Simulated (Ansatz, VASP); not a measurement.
HgTe: VASP beside Ansatz

Contents of INCAR:

```
SYSTEM = HgTe
ALGO     = Normal         ! electronic algorithm
EDIFF    = 1E-6           ! SCF threshold, eV
ENCUT    = 500            ! plane-wave cutoff, eV
GGA      = PE             ! functional
GGA_COMPAT= .False.      
ISIF     = 2              ! what is computed and relaxed
ISMEAR   = -1             ! smearing method
LASPH    = .True.         ! aspherical terms in the spheres
LCHARG   = .False.        ! write CHGCAR
LREAL    = .False.        ! projectors in reciprocal space
LWAVE    = .False.        ! write WAVECAR
NBANDS   = 16             ! bands
NELM     = 120            ! most SCF steps
PREC     = Accurate       ! precision mode
SIGMA    = 0.5            ! smearing width, eV
```

The input KPOINTS:

```
k-points
0
Gamma
  4 4 4
  0 0 0
```

POSCAR

```
HgTe
1.0
    0.0000000000      3.2891972858      3.2891972858
    3.2891972858      0.0000000000      3.2891972858
    3.2891972858      3.2891972858      0.0000000000
Hg Te
1 1
Direct
    0.0000000000      0.0000000000      0.0000000000
    0.2500000000      0.2500000000      0.2500000000
```

Input for Ansatz:

```yaml
crystal:
  lattice:
    - [0.0, 3.2891972858, 3.2891972858]
    - [3.2891972858, 0.0, 3.2891972858]
    - [3.2891972858, 3.2891972858, 0.0]
  atoms:
    - { symbol: Hg, position: [0.0, 0.0, 0.0] }
    - { symbol: Te, position: [0.25, 0.25, 0.25] }
kpoints:
  mp_grid: { grid: [4, 4, 4] }
hamiltonian:
  xc: pbe
scf:
  occupations: { method: fermi_dirac, width: 0.5 }
  n_extra_bands: 4
output:
  forces: true
  stress: true
  eigenvalues: true
```

Alike in both runs: task single point; functional PBE; k mesh 4 × 4 × 4; occupations fermi-dirac, width 0.5 eV; no spin polarisation.

|  | VASP | Ansatz |
| --- | --- | --- |
| version | VASP 6.6.1 | Ansatz 0.2.0 |
| potentials or method | VASP PAW PBE potentials, release 64 (Hg, Te) | plane waves |
| plane-wave cutoff (eV) | 500 | 420 |
| valence electrons in the cell | 18 | 36 |

|  | VASP | Ansatz | Ansatz less VASP |
| --- | --- | --- | --- |
| pressure (GPa) | 2.5 | 2.5 | -0.06 |

VASP's potentials hold 18 valence electrons a cell and Ansatz's 36, so a difference there can come from the potentials and not from the codes.

The k mesh is coarse, so the values compare programs but aren't converged. Neither program's run includes spin-orbit coupling.
